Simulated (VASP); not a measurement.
# CoO (I4/mmm) in VASP: a series of runs, part 2 of 3

VASP 6.6.1.

## (3) Single point, PBEsol, collinear spin, ferromagnetic start

File INCAR:

```
SYSTEM = CoO
  PREC = Accurate
  ENCUT = 520
  EDIFF = 1E-6
  ISMEAR = 0
  SIGMA = 0.1
  LREAL = .FALSE.
  LASPH = .TRUE.
  NELM = 150
  ALGO = Normal
  ISIF = 2
  LWAVE = .FALSE.
  LCHARG = .FALSE.
  ISPIN = 2
  MAGMOM = 2 0
  LORBIT = 11
  LMAXMIX = 4
  GGA = PS
  NBANDS = 18
```

File KPOINTS:

```
regular mesh
0
G
  12 12 12
  0 0 0
```

File POSCAR:

```
CoO
1.0
   -1.5080000000      1.5080000000      2.1072475377
    1.5080000000     -1.5080000000      2.1072475377
    1.5080000000      1.5080000000     -2.1072475377
Co O
1 1
Direct
    0.0000000000      0.0000000000      0.0000000000
    0.5000000000      0.5000000000      0.0000000000
```

Potentials or basis: VASP PAW PBE potentials, release 64 (Co, O).

The run is started by

```sh
$ cat potpaw_PBE.64/Co/POTCAR potpaw_PBE.64/O/POTCAR > POTCAR
$ mpirun -np 1 vasp_std > vasp.out
```

OUTCAR:

```text
SYSTEM = CoO
   PREC = Accurate
   ENCUT = 520
   EDIFF = 1E-6
   ISMEAR = 0
   LREAL = .FALSE.
   LASPH = .TRUE.
   NELM = 150
   ISIF = 2
   ISPIN = 2
   LORBIT = 11
   GGA = PS

 ion  position               nearest neighbor table
   1  0.000  0.000  0.000-   2 2.11   2 2.11   2 2.13   2 2.13   2 2.13   2 2.13
   2  0.500  0.500  0.000-   1 2.11   1 2.11   1 2.13   1 2.13   1 2.13   1 2.13

  LATTYP: Found a body centered tetragonal cell.
 ALAT       =     3.0160000000
 C/A-ratio  =     1.3973790038

  Lattice vectors:

 A1 = (  -1.5080000000,   1.5080000000,   2.1072475377)
 A2 = (   1.5080000000,  -1.5080000000,   2.1072475377)
 A3 = (   1.5080000000,   1.5080000000,  -2.1072475377)

Analysis of symmetry for initial positions (statically):
=====================================================================
 Subroutine PRICEL returns:
 Original cell was already a primitive cell.

 Routine SETGRP: Setting up the symmetry group for a
 body centered tetragonal supercell.

 Subroutine GETGRP returns: Found 16 space group operations
 (whereof 16 operations were pure point group operations)
 out of a pool of 16 trial point group operations.

The static configuration has the point symmetry D_4h.

Analysis of symmetry for dynamics (positions and initial velocities):
=====================================================================
 Subroutine PRICEL returns:
 Original cell was already a primitive cell.

 Routine SETGRP: Setting up the symmetry group for a
 body centered tetragonal supercell.

 Subroutine GETGRP returns: Found 16 space group operations
 (whereof 16 operations were pure point group operations)
 out of a pool of 16 trial point group operations.

The dynamic configuration has the point symmetry D_4h.

Analysis of structural, dynamic, and magnetic symmetry:
=====================================================================
 Subroutine PRICEL returns:
 Original cell was already a primitive cell.

 Routine SETGRP: Setting up the symmetry group for a
 body centered tetragonal supercell.

 Subroutine GETGRP returns: Found 16 space group operations
 (whereof 16 operations were pure point group operations)
 out of a pool of 16 trial point group operations.

The overall configuration has the point symmetry D_4h.

 Subroutine INISYM returns: Found 16 space group operations
 (whereof 16 operations are pure point group operations),
 and found     1 'primitive' translations

----------------------------------------------------------------------------------------

                                     Primitive cell

  volume of cell :      19.1681

  direct lattice vectors                    reciprocal lattice vectors
    -1.508000000  1.508000000  2.107247538     0.000000000  0.331564987  0.237276348
     1.508000000 -1.508000000  2.107247538     0.331564987  0.000000000  0.237276348
     1.508000000  1.508000000 -2.107247538     0.331564987  0.331564987  0.000000000

  length of vectors
     2.998102764  2.998102764  2.998102764     0.407719764  0.407719764  0.468903701

  position of ions in fractional coordinates (direct lattice)
     0.000000000  0.000000000  0.000000000
     0.500000000  0.500000000  0.000000000

  ion indices of the primitive-cell ions
   primitive index   ion index
                 1           1
                 2           2
[... 60 lines left out ...]
   NGX,Y,Z   is equivalent  to a cutoff of  13.31, 13.31, 13.31 a.u.
   NGXF,Y,Z  is equivalent  to a cutoff of  26.62, 26.62, 26.62 a.u.
 SYSTEM =  CoO
   PREC   = accura    normal or accurate (medium, high low for compatibility)
   ISTART =      0    job   : 0-new  1-cont  2-samecut
   ICHARG =      2    charge: 1-file 2-atom 10-const
   ISPIN  =      2    spin polarized calculation?
   LNONCOLLINEAR =      F non collinear calculations
   LSORBIT =      F    spin-orbit coupling
   LASPH  =      T    aspherical Exc in radial PAW
   ENCUT  =  520.0 eV  38.22 Ry    6.18 a.u.   5.57  5.57  5.57*2*pi/ulx,y,z
   NELM   =    150;   NELMIN=  2; NELMDL= -5     # of ELM steps
   EDIFF  = 0.1E-05   stopping-criterion for ELM
   LREAL  =      F    real-space projection
   EDIFFG = 0.1E-04   stopping-criterion for IOM
   NSW    =      0    number of steps for IOM
   IBRION =     -1    ionic relax: 0-MD 1-quasi-New 2-CG
   NFREE  =      0    steps in history (QN), initial steepest desc. (CG)
   ISIF   =      2    stress and relaxation
   ISYM   =      2    0-nonsym 1-usesym 2-fastsym
   POTIM  = 0.5000    time-step for ionic-motion
   TEBEG  =    0.0;   TEEND  =   0.0 temperature during run
   PSTRESS=    0.0 pullay stress
   NELECT =      15.0000    total number of electrons
   NUPDOWN=      -1.0000    fix difference up-down
   EMIN   =  10.00;   EMAX   =-10.00  energy-range for DOS
   EFERMI =   0.00;   METHOD = LEGACY
   ISMEAR =     0;   SIGMA  =   0.10  broadening in eV -4-tet -1-fermi 0-gaus
   EFERMI_NEDOS =   21; number of points for ismear=-14 and -15
   IALGO  =     38    algorithm
   IMIX   =      4    mixing-type and parameters
     AMIX     =   0.40;   BMIX     =  1.00
     AMIX_MAG =   1.60;   BMIX_MAG =  1.00
  volume/ion in A,a.u.               =       9.58        64.68
  Fermi-wavevector in a.u.,A,eV,Ry     =   1.508618  2.850874 30.965868  2.275927
  Thomas-Fermi vector in A             =   2.619048
   LORBIT       =     11    0 simple, 1 ext, 2 COOP (PROOUT), +10 PAW based schemes
   GGA     = PS    functional components
   LHFCALC =     F    Hartree Fock is set to
   AEXX    =    0.0000 exact exchange contribution
   IVDW    =     0    specifies the selected vdW correction
   LEPSILON=     F    determine dielectric tensor
   LRPA    =     F    only Hartree local field effects (RPA)
 spin polarized calculation
 Gauss-broadening in eV      SIGMA  =   0.10
  energy-cutoff  :      520.00
  volume of cell :       19.17
 maximum number of plane-waves:       533
 NGX is ok and might be reduce to    24
   NGX = 11   NGY = 11   NGZ = 11

 number of electron      15.0000005 magnetization       2.9326864

 Free energy of the ion-electron system (eV)
  ---------------------------------------------------
  ext. energy  EPLUGINS =         0.00000000
  ---------------------------------------------------
  free energy    TOTEN  =       -13.96423571 eV

  energy without entropy =      -13.94447289  energy(sigma->0) =      -13.95435430

 E-fermi :   7.9387     XC(G=0): -12.7074

 val. band max:        7.9386647267   @ k =  -0.2500  -0.3333   0.1667
 cond. band min:       7.9445848337   @ k =   0.5000   0.2500  -0.0000
 fundamental gap:      0.0059201070
 Fermi energy:         7.9387374831

 spin component 1

 k-point     1 :       0.0000    0.0000    0.0000
  band No.  band energies     occupation
      1     -12.3653      1.00000
      2       4.6385      1.00000
      3       4.6401      1.00000
      4       4.6546      1.00000
      5       4.6913      1.00000
      6       4.6913      1.00000
[... 493 lines left out ...]
     17      35.0733      0.00000
     18      36.6593      0.00000

 [... further k-points ...]

 spin component 2

 k-point     1 :       0.0000    0.0000    0.0000
  band No.  band energies     occupation
      1     -11.8229      1.00000
      2       5.2580      1.00000
      3       5.3133      1.00000
      4       5.3133      1.00000
      5       6.7976      1.00000
      6       6.7976      1.00000
[... 493 lines left out ...]
     17      35.5149      0.00000
     18      37.1348      0.00000

 [... further k-points ...]
[... 5 lines left out ...]
  --------------------------------------------------------------------------------------
  -------------------------------------------------------------------------------------
  Total       -1.1819535     -1.1819535     -1.1490578      0.0000000     -0.0000000      0.0000000
  in kB      -98.7944933    -98.7944933    -96.0448821      0.0000000     -0.0000000      0.0000000
  external PRESSURE =     -97.8779563 kB  Pullay stress =       0.0000000 kB

 VOLUME and BASIS-vectors are now :
 -----------------------------------------------------------------------------
  energy-cutoff  :      520.00
  volume of cell :       19.17
      direct lattice vectors                 reciprocal lattice vectors
    -1.508000000  1.508000000  2.107247538     0.000000000  0.331564987  0.237276348
     1.508000000 -1.508000000  2.107247538     0.331564987  0.000000000  0.237276348
     1.508000000  1.508000000 -2.107247538     0.331564987  0.331564987  0.000000000

 POSITION                                       TOTAL-FORCE (eV/Angst)
 -----------------------------------------------------------------------------------
      0.00000      0.00000      0.00000         0.000000      0.000000     -0.000000
      0.00000      0.00000      2.10725        -0.000000     -0.000000      0.000000
 -----------------------------------------------------------------------------------
    total drift:                               -0.000000      0.000000     -0.000000

  FREE ENERGIE OF THE ION-ELECTRON SYSTEM (eV)
  ---------------------------------------------------
  free  energy   TOTEN  =       -13.9642357073 eV

  energy  without entropy=      -13.9444728948  energy(sigma->0) =      -13.95435430

 total charge

# of ion       s       p       d       tot
------------------------------------------
    1        0.300   0.367   7.149   7.815
    2        1.551   3.404   0.000   4.954
--------------------------------------------------
tot          1.850   3.771   7.149  12.770

 magnetization (x)

# of ion       s       p       d       tot
------------------------------------------
    1        0.020   0.018   2.525   2.563
    2        0.029   0.288   0.000   0.318
--------------------------------------------------
tot          0.049   0.306   2.525   2.881
```

OSZICAR:

```text
N       E                     dE             d eps       ncg     rms          rms(c)
DAV:   1     0.754636182953E+02    0.75464E+02   -0.65261E+03 12190   0.959E+02
DAV:   2    -0.115600907663E+02   -0.87024E+02   -0.75295E+02 12416   0.221E+02
DAV:   3    -0.162392631049E+02   -0.46792E+01   -0.45177E+01 13826   0.544E+01
DAV:   4    -0.162870185324E+02   -0.47755E-01   -0.47712E-01 14362   0.523E+00
DAV:   5    -0.162881365522E+02   -0.11180E-02   -0.11178E-02 14588   0.798E-01    0.163E+01
DAV:   6    -0.153350112317E+02    0.95313E+00   -0.16362E+01 14844   0.613E+01    0.200E+01
DAV:   7    -0.140729608206E+02    0.12621E+01   -0.72834E+00 14540   0.473E+01    0.810E+00
DAV:   8    -0.139819838545E+02    0.90977E-01   -0.38473E-01 16782   0.961E+00    0.411E+00
DAV:   9    -0.139772434007E+02    0.47405E-02   -0.25092E-01 17338   0.825E+00    0.288E+00
DAV:  10    -0.139686391761E+02    0.86042E-02   -0.64468E-02 17244   0.473E+00    0.912E-01
DAV:  11    -0.139644958324E+02    0.41433E-02   -0.36585E-02 16554   0.297E+00    0.405E-01
DAV:  12    -0.139643911002E+02    0.10473E-03   -0.36174E-03 15506   0.678E-01    0.157E-01
DAV:  13    -0.139643834766E+02    0.76236E-05   -0.11563E-04 13586   0.965E-02    0.157E-01
DAV:  14    -0.139643011246E+02    0.82352E-04   -0.35528E-05 16656   0.992E-02    0.101E-01
DAV:  15    -0.139642591252E+02    0.41999E-04   -0.35722E-04 15898   0.183E-01    0.652E-02
DAV:  16    -0.139642422729E+02    0.16852E-04   -0.33858E-05 15328   0.760E-02    0.361E-02
DAV:  17    -0.139642358955E+02    0.63774E-05   -0.17457E-05 15968   0.627E-02    0.162E-02
DAV:  18    -0.139642357073E+02    0.18820E-06   -0.13928E-06  8312   0.162E-02
   1 F= -.13964236E+02 E0= -.13954354E+02  d E =-.197628E-01  mag=     2.9339
```

stdout:

```text
POSCAR found type information on POSCAR CoO
 POSCAR found :  2 types and       2 ions
 scaLAPACK will be used
 -----------------------------------------------------------------------------
|                                                                             |
|                                                                             |
|     You enforced a specific xc type in the INCAR file but a different       |
|     I HOPE YOU KNOW WHAT YOU ARE DOING!                                     |
|                                                                             |
 -----------------------------------------------------------------------------

 LDA part: xc-table for (Slater+PW92), standard interpolation
 POSCAR, INCAR and KPOINTS ok, starting setup
 FFT: planning ... GRIDC
 FFT: planning ... GRID_SOFT
 FFT: planning ... GRID
 WAVECAR not read
 entering main loop
```

Wall time 2.3 min (1 thread of Intel Xeon 8259CL, shared host); peak memory 0.22 GiB.

Results:

* Free energy: -13.9642 eV
* Pressure: -9.8 GPa
* Net moment: 2.93 μB per cell
* Site moments: Co +2.56; O +0.32 μB
* Valence electrons inside the program's atomic spheres: Co 7.82; O 4.95

Stress tensor (GPa, compression positive):
```
-9.88  0.00  0.00
 0.00 -9.88  0.00
 0.00  0.00 -9.60
```

Levels at points of the mesh, in eV from the Fermi level:
Spin up:
| k point | band 6 | band 7 | band 8 | band 9 | band 10 | band 11 | band 12 | band 13 |
| --- | --- | --- | --- | --- | --- | --- | --- | --- |
| (0.00, 0.00, 0.00) | -3.25 | -3.19 | -3.19 | -3.10 | 0.88 | 16.59 | 17.96 | 17.96 |
| (0.50, 0.00, 0.00) | -2.40 | -1.87 | 0.04 | 0.13 | 4.86 | 9.26 | 13.13 | 13.41 |
| (0.50, 0.50, 0.00) | -2.95 | -2.41 | -2.14 | -2.11 | 5.74 | 9.62 | 11.53 | 15.58 |
| (0.50, 0.50, 0.50) | -2.92 | -2.41 | -2.15 | -2.15 | 5.74 | 9.78 | 11.40 | 15.54 |
Spin down:
```csv
k point,band 3,band 4,band 5,band 6,band 7,band 8,band 9,band 10
"(0.00, 0.00, 0.00)",-2.63,-2.63,-1.14,-1.14,-1.09,-0.16,-0.15,1.45
"(0.50, 0.00, 0.00)",-4.79,-4.76,-0.14,-0.11,0.19,2.55,2.62,5.17
"(0.50, 0.50, 0.00)",-3.96,-3.86,-2.30,0.13,0.16,0.32,0.82,6.58
"(0.50, 0.50, 0.50)",-3.95,-3.95,-2.30,0.15,0.15,0.36,0.81,6.58
```

Caveat: the PAW data sets were made with another functional, which shifts forces and pressure a little; a cell with one magnetic atom can't hold antiferromagnetic order, which such compounds often take; semilocal functionals often make such compounds metallic where correlation or magnetic order opens a gap, which also shifts bond lengths.

## (4) Single point, PBE, collinear spin, ferromagnetic start

File INCAR:

```
SYSTEM = CoO
ALGO = Normal ; EDIFF = 1E-6
ENCUT = 520 ; GGA = PE
ISIF = 2 ; ISMEAR = 0
ISPIN = 2 ; LASPH = .True.
LCHARG = .True. ; LELF = .True.
LMAXMIX = 4 ; LORBIT = 11
LREAL = .False. ; LVHAR = .True.
LWAVE = .False. ; MAGMOM = 2 0
NBANDS = 18 ; NELM = 150
PREC = Accurate ; SIGMA = 0.02
```

File KPOINTS:

```
k-points
0
Gamma
  12 12 12
  0 0 0
```

POSCAR is that of step 3.

The run is started by

```sh
$ cat potpaw_PBE.64/Co/POTCAR potpaw_PBE.64/O/POTCAR > POTCAR
$ mpirun -np 1 vasp_std > vasp.out
```

It took 2.6 min on 1 thread of Intel Xeon 8259CL, shared host; peak memory 0.22 GiB.

It converged, with:

```yaml
Free_energy: -13.0467 eV
Pressure: -0.4 GPa
Net_moment: 2.92 μB per cell
Site_moments: Co +2.57; O +0.30 μB
Valence_electrons_inside_the_program's_atomic_spheres: Co 7.81; O 4.98
```

Levels at points of the mesh, in eV from the Fermi level:
Spin up:
| k point | band 7 | band 8 | band 9 | band 10 | band 11 | band 12 |
| --- | --- | --- | --- | --- | --- | --- |
| (0.00, 0.00, 0.00) | -3.13 | -3.13 | -3.00 | 1.05 | 16.89 | 18.18 |
| (0.50, 0.00, 0.00) | -1.80 | 0.08 | 0.16 | 5.09 | 9.42 | 13.36 |
| (0.50, 0.50, 0.00) | -2.41 | -2.10 | -2.02 | 5.92 | 9.83 | 11.76 |
| (0.50, 0.50, 0.50) | -2.42 | -2.11 | -2.11 | 5.93 | 9.98 | 11.64 |
Spin down:
```csv
k point,band 4,band 5,band 6,band 7,band 8,band 9
"(0.00, 0.00, 0.00)",-2.55,-1.13,-1.13,-1.09,0.02,0.07
"(0.50, 0.00, 0.00)",-4.64,-0.15,-0.11,0.18,2.71,2.74
"(0.50, 0.50, 0.00)",-3.77,-2.24,0.10,0.14,0.51,1.01
"(0.50, 0.50, 0.50)",-3.86,-2.26,0.13,0.13,0.58,0.98
```

Caveat: a cell with one magnetic atom can't hold antiferromagnetic order, which such compounds often take; semilocal functionals often make such compounds metallic where correlation or magnetic order opens a gap, which also shifts bond lengths. With open d or f shells a metallic result of PBE can be an artefact of self-interaction; +U or a hybrid may open a gap.

[end of part 2 of 3]
